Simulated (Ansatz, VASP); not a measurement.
# Ta3AlSn2Bi2O16: VASP beside Ansatz

```
CELL_PARAMETERS angstrom
-5.25068 5.18371 0.14858
-5.23080 0.16846 5.40603
-0.08175 5.25054 5.49274
ATOMIC_POSITIONS crystal
O 0.83057 0.88776 0.46226
O 0.29065 0.93993 0.47407
O 0.86361 0.28112 0.40392
O 0.88476 0.91419 0.80633
O 0.50100 0.32162 0.31677
O 0.40721 0.79621 0.83388
O 0.80987 0.43530 0.86230
O 0.42054 0.40414 0.85838
O 0.59289 0.66185 0.15408
O 0.13621 0.58094 0.19554
O 0.61184 0.08715 0.14313
O 0.68037 0.65188 0.49199
O 0.17521 0.07307 0.13532
O 0.17362 0.62924 0.54432
O 0.49064 0.14579 0.68852
O 0.14736 0.23198 0.61373
Al 0.02225 0.96547 0.49066
Sn 0.52136 0.00101 0.98916
Sn 0.52035 0.46788 0.50106
Ta 0.49402 0.47497 0.01728
Ta 0.48954 0.00277 0.50132
Ta 0.97880 0.54911 0.50764
Bi 0.01503 0.99974 0.95825
Bi 0.99171 0.45869 0.04789
```

Alike in both runs: functional PBE; k mesh 3 × 3 × 3; occupations gaussian, width 0.1 eV; no spin polarisation.

Ansatz relaxed the structure, and its values are those at the end. VASP's run is a single point on that final structure, the one shown.

|  | VASP | Ansatz |
| --- | --- | --- |
| version | VASP 6.6.1 | Ansatz 0.2.0 |
| potentials or method | VASP PAW PBE potentials, release 64 (O, Al, Sn_d, Ta_pv, Bi_d), cutoff 520 eV | scalar-relativistic, plane waves, PAW |
| valence electrons in the cell | 190 | 196 |

```csv
,VASP,Ansatz,Ansatz less VASP
gap on the k mesh at the Fermi level (eV),2.65,2.68,+0.024
least direct gap on the mesh (eV),2.79,2.82,+0.029
pressure (GPa),0.6,0.0,-0.53
rms of the force components (eV/Å),0.038,0.011,-0.0267
```

VASP's potentials hold 190 valence electrons a cell and Ansatz's 196, so a difference there can come from the potentials and not from the codes.

Spin-orbit coupling is off throughout.
